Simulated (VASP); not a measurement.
# TaC2 (P6/mmm) in VASP: notebook, part 2 of 2

VASP 6.6.1.

### 3 Single point, PBE

This run uses another cell than the first one, of 16.57 Å³/atom, 1.259 times its volume.

The input, INCAR:

```
ALGO = Normal ; EDIFF = 1E-6
ENCUT = 520 ; GGA = PE
ISIF = 2 ; ISMEAR = 0
LASPH = True ; LCHARG = False
LREAL = False ; LWAVE = False
NBANDS = 16 ; NELM = 100
PREC = Accurate ; SIGMA = 0.1
```

The input, KPOINTS:

```
k-points
0
Gamma
  6 6 6
```

The input, POSCAR:

```
TaC2
1.0
    4.1635650700      0.0000000000      0.0000000000
   -2.0817825400      3.6057531200      0.0000000000
    0.0000000000      0.0000000000      3.3112458900
Ta C
1 2
Direct
    0.0000000000      0.0000000000      0.5000000000
    0.3333333300      0.6666666700      0.5000000000
    0.6666666700      0.3333333300      0.5000000000
```

Potentials or basis: VASP PAW PBE potentials, release 64 (Ta_pv, C).

Launch:

```console
$ cat potpaw_PBE.64/Ta_pv/POTCAR potpaw_PBE.64/C/POTCAR > POTCAR
$ mpirun -np 1 vasp_std > vasp.out
```

Run time: 27 s. Hardware: 1 thread of AMD EPYC 7R13 (Zen 3), shared host; peak memory 0.15 GiB.

Results (log left out):

* Free energy: -22.4774 eV
* Pressure: -28.0 GPa

Stress tensor (GPa, compression positive):
```
-39.27   0.00   0.00
  0.00 -39.27   0.00
  0.00   0.00  -5.45
```

Levels at points of the mesh, in eV from the Fermi level:
```csv
k point,band 8,band 9,band 10,band 11,band 12,band 13
"(0.00, 0.00, 0.00)",-1.90,0.09,1.56,1.56,2.40,2.40
"(0.50, 0.00, 0.00)",-1.41,-0.63,-0.49,1.83,2.25,2.32
"(0.00, 0.00, 0.50)",-3.40,0.57,0.57,1.43,2.08,2.08
"(0.50, 0.00, 0.50)",-2.34,-0.72,-0.41,0.20,2.54,3.63
```

Caveat: spin-orbit coupling is left out, which moves the levels of the heavy elements.

### 4 Relaxation of cell and atoms, PBE

This run uses another cell than the first one, of 16.57 Å³/atom, 1.259 times its volume.

The input, INCAR:

```
PREC = Accurate
ENCUT = 600
EDIFF = 1E-6
ISMEAR = 0
SIGMA = 0.1
LREAL = False
LASPH = True
NELM = 80
ALGO = Normal
ISIF = 3
LWAVE = False
LCHARG = False
GGA = PE
IBRION = 2
NSW = 90
EDIFFG = -0.04
```

The input, KPOINTS:

```
Automatic mesh
0
Gamma
  6 6 6
```

POSCAR is that of step 3.

Potentials or basis: VASP PAW PBE potentials, release 64 (Ta_pv, C).

Launch:

```console
$ cat potpaw_PBE.64/Ta_pv/POTCAR potpaw_PBE.64/C/POTCAR > POTCAR
$ mpirun -np 1 vasp_std > vasp.out
```

OUTCAR:

```text
PREC = Accurate
   ENCUT = 600
   EDIFF = 1E-6
   ISMEAR = 0
   LREAL = False
   LASPH = True
   NELM = 80
   ISIF = 3
   GGA = PE
   IBRION = 2
   NSW = 90
   EDIFFG = -0.04

 ion  position               nearest neighbor table
   1  0.000  0.000  0.500-   2 2.40   3 2.40   3 2.40   2 2.40   3 2.40   2 2.40
   2  0.333  0.667  0.500-   1 2.40   1 2.40   1 2.40
   3  0.667  0.333  0.500-   1 2.40   1 2.40   1 2.40

  LATTYP: Found a hexagonal cell.
 ALAT       =     4.1635650700
 C/A-ratio  =     0.7952910149

  Lattice vectors:

 A1 = (   4.1635650700,   0.0000000000,   0.0000000000)
 A2 = (  -2.0817825400,   3.6057531200,   0.0000000000)
 A3 = (   0.0000000000,   0.0000000000,   3.3112458900)

Analysis of symmetry for initial positions (statically):
=====================================================================
[... 193 lines left out ...]
      7      -2.0468      2.00000
      8       0.4663      2.00000
      9       2.4507      0.22746
     10       3.9248      0.00000
     11       3.9248      0.00000
     12       4.7688      0.00000
     13       4.7688      0.00000
[... 589 lines left out ...]
--------------------------------------- Ionic step        7  -------------------------------------------

 number of electron      18.9999999 magnetization

 Free energy of the ion-electron system (eV)
  ---------------------------------------------------
  ext. energy  EPLUGINS =         0.00000000
  ---------------------------------------------------
  free energy    TOTEN  =       -23.77037015 eV

  energy without entropy =      -23.76148848  energy(sigma->0) =      -23.76592931

 E-fermi :   3.9252     XC(G=0): -11.2547

 val. band max:        3.8636874682   @ k =   0.3333   0.1667   0.3333
 cond. band min:       3.9448764521   @ k =   0.3333   0.1667   0.5000
 fundamental gap:      0.0811889839
 Fermi energy:         3.9251686704

 k-point     1 :       0.0000    0.0000    0.0000
  band No.  band energies     occupation
      1     -30.0931      2.00000
      2     -30.0931      2.00000
      3     -30.0720      2.00000
      4      -9.5293      2.00000
      5      -1.8947      2.00000
      6      -1.8947      2.00000
      7      -1.2472      2.00000
      8       1.8393      2.00000
      9       3.4775      2.00000
     10       6.6021      0.00000
     11       6.6021      0.00000
     12       7.0867      0.00000
     13       7.0867      0.00000
[... 398 lines left out ...]
  FREE ENERGIE OF THE ION-ELECTRON SYSTEM (eV)
  ---------------------------------------------------
  free  energy   TOTEN  =       -23.7703701476 eV

  energy  without entropy=      -23.7614884761  energy(sigma->0) =      -23.76592931

 reached required accuracy - stopping structural energy minimisation
```

Run time: 1.9 min. Hardware: 1 thread of AMD EPYC 7R13 (Zen 3), shared host; peak memory 0.17 GiB.

Results:

| Quantity | Value |
| --- | --- |
| Free energy | -23.7704 eV |
| Relaxed volume | 13.18 Å³/atom |
| Relaxed cell | a = 3.797 Å, b = 3.797 Å, c = 3.168 Å, α = 90.00°, β = 90.00°, γ = 120.00° |
| Space group after relaxing (to 0.05 Å) | P6/mmm (No. 191) |
| Energy gained by relaxing | 430.8 meV/atom |
| Ionic steps | 7 |
| Pressure after relaxing | -0.3 GPa |

Step by step:
```
step  energy change (eV)  largest force (eV/Å)  pressure (GPa)  volume (Å³)
   1              0.0000                0.0000          -28.05        49.71
   2              2.1192                0.0000          103.41        31.24
   3             -1.2586                0.0000           -5.21        41.55
   4             -1.2709                0.0000           -2.57        41.02
   5             -1.2723                0.0000           -1.26        40.77
   6             -1.2871                0.0000           -0.83        40.13
   7             -1.2925                0.0000           -0.28        39.55
```

Final structure:
```xyz
3
Lattice="3.7968 0.0000 0.0000 -1.8984 3.2881 0.0000 0.0000 0.0000 3.1679" Properties=species:S:1:pos:R:3 pbc="T T T"
Ta    0.0000    0.0000    1.5840
C     0.0000    2.1921    1.5840
C     1.8984    1.0960    1.5840
```

Caveat: the volume moved by over 15 % at a fixed basis, so the end points are rough; spin-orbit coupling is left out, which moves the levels of the heavy elements.

### 5 Single point, PBE

The input, INCAR:

```
SYSTEM = TaC2
  PREC = Accurate
  ENCUT = 520
  EDIFF = 1E-6
  ISMEAR = 0
  SIGMA = 0.1
  LREAL = .False.
  LASPH = .True.
  NELM = 80
  ALGO = Normal
  ISIF = 2
  LWAVE = .False.
  LCHARG = .False.
  GGA = PE
  NBANDS = 16
```

The input, KPOINTS:

```
Automatic mesh
0
Gamma
  12 12 14
  0 0 0
```

The input, POSCAR:

```
TaC2
1.0
    3.7824980198      0.0000000000      0.0000000000
   -1.8912490099      3.2757393749      0.0000000000
    0.0000000000      0.0000000000      3.1888852933
Ta C
1 2
Direct
    0.0000000000      0.0000000000      0.5000000000
    0.3333333333      0.6666666667      0.5000000000
    0.6666666667      0.3333333333      0.5000000000
```

Launch:

```console
$ cat potpaw_PBE.64/Ta_pv/POTCAR potpaw_PBE.64/C/POTCAR > POTCAR
$ mpirun -np 1 vasp_std > vasp.out
```

Wall time 80 s (1 thread of AMD EPYC 7R13 (Zen 3), shared host); peak memory 0.19 GiB.

Results (log left out):

- Free energy: -23.7183 eV
- Pressure: 0.4 GPa

Stress tensor (GPa, compression positive):
```
 0.64  0.00  0.00
 0.00  0.64  0.00
 0.00  0.00 -0.08
```

Levels at points of the mesh, in eV from the Fermi level:
```
           k point  band 7  band 8  band 9  band 10  band 11  band 12  band 13  band 14
(0.00, 0.00, 0.00)   -5.28   -2.22   -0.71     2.59     2.59     2.99     2.99     3.43
(0.50, 0.00, 0.00)   -3.08   -1.63   -1.47    -0.90     1.70     2.66     3.23     6.29
(0.00, 0.00, 0.50)   -4.75   -4.58    0.85     0.85     1.77     3.10     3.10     5.37
(0.50, 0.00, 0.50)   -2.98   -2.59   -1.22    -0.69     0.22     3.42     5.02     5.23
```

Caveat: spin-orbit coupling is left out, which moves the levels of the heavy elements.

### 6 Single point, PBE

The input, INCAR:

```
SYSTEM = TaC2
ALGO = Normal
EDIFF = 1E-6
ENCUT = 600
GGA = PE
GGA_COMPAT = .False.
ISIF = 2
ISMEAR = 0
LASPH = .True.
LCHARG = .False.
LREAL = .False.
LWAVE = .False.
NBANDS = 18
NELM = 120
PREC = Accurate
SIGMA = 0.1
```

The input, KPOINTS:

```
k-points
0
Gamma
  6 6 6
  0 0 0
```

The input, POSCAR:

```
TaC2
1.0
    3.7932748585      0.0000000026      0.0000000000
   -1.8966374315      3.2850723897      0.0000000000
    0.0000000000      0.0000000000      3.1684278113
Ta C
1 2
Direct
    0.0000000000      0.0000000000      0.5000000000
    0.3333333333      0.6666666667      0.5000000000
    0.6666666667      0.3333333333      0.5000000000
```

Potentials or basis: VASP PAW PBE potentials, release 64 (Ta_sv_GW, C).

Launch:

```console
$ cat potpaw_PBE.64/Ta_sv_GW/POTCAR potpaw_PBE.64/C/POTCAR > POTCAR
$ mpirun -np 1 vasp_std > vasp.out
```

Run time: 24 s. Hardware: 1 thread of AMD EPYC 9R45 (Zen 5), shared host; peak memory 0.15 GiB.

It converged, with:

| Item | Value |
| --- | --- |
| Free energy | -26.2804 eV |
| Pressure | -0.2 GPa |

Stress tensor (GPa, compression positive):
```
-0.12  0.00  0.00
 0.00 -0.12  0.00
 0.00  0.00 -0.36
```

Levels at points of the mesh, in eV from the Fermi level:
| k point | band 9 | band 10 | band 11 | band 12 | band 13 | band 14 |
| --- | --- | --- | --- | --- | --- | --- |
| (0.00, 0.00, 0.00) | -2.08 | -0.46 | 2.70 | 2.70 | 3.17 | 3.17 |
| (0.50, 0.00, 0.00) | -1.50 | -1.22 | -0.75 | 1.91 | 2.86 | 3.33 |
| (0.00, 0.00, 0.50) | -4.41 | 0.96 | 0.96 | 1.88 | 3.23 | 3.23 |
| (0.50, 0.00, 0.50) | -2.42 | -1.08 | -0.53 | 0.33 | 3.53 | 5.19 |

Caveat: spin-orbit coupling is left out, which moves the levels of the heavy elements.

### 7 The runs side by side

| task | potentials or basis | cell | k mesh | cutoff (eV) | second run | gap on the mesh (eV) | pressure (GPa) |
| --- | --- | --- | --- | --- | --- | --- | --- |
| single point | VASP PAW PBE potentials, release 64 (Ta_pv, C) | a = 3.793, b = 3.793, c = 3.168 Å, angles 90.0, 90.0, 120.0°, 3 atoms | 6 × 6 × 6 | 520 | - | none | 0.3 |
| single point | VASP PAW PBE potentials, release 64 (Ta_pv, C) | a = 4.164, b = 4.164, c = 3.311 Å, angles 90.0, 90.0, 120.0°, 3 atoms | 6 × 6 × 6 | 520 | - | none | -28.0 |
| relaxation of cell and atoms | VASP PAW PBE potentials, release 64 (Ta_pv, C) | relaxed from a = 4.164, b = 4.164, c = 3.311 Å, angles 90.0, 90.0, 120.0°, 3 atoms | 6 × 6 × 6 | 600 | - | none | -0.3 |
| single point | VASP PAW PBE potentials, release 64 (Ta_pv, C) | a = 3.782, b = 3.782, c = 3.189 Å, angles 90.0, 90.0, 120.0°, 3 atoms | 12 × 12 × 14 | 520 | - | none | 0.4 |
| single point | VASP PAW PBE potentials, release 64 (Ta_sv_GW, C) | a = 3.793, b = 3.793, c = 3.168 Å, angles 90.0, 90.0, 120.0°, 3 atoms | 6 × 6 × 6 | 600 | valence_matched | none | -0.2 |

Alike in all rows: level PBE; no spin polarisation; smearing gaussian 0.1 eV.

Caveats: spin-orbit coupling is left out, which moves the levels of the heavy elements; the volume moved by over 15 % at a fixed basis, so the end points are rough (some runs).

Absolute energies hang on the potentials; compare differences alone.
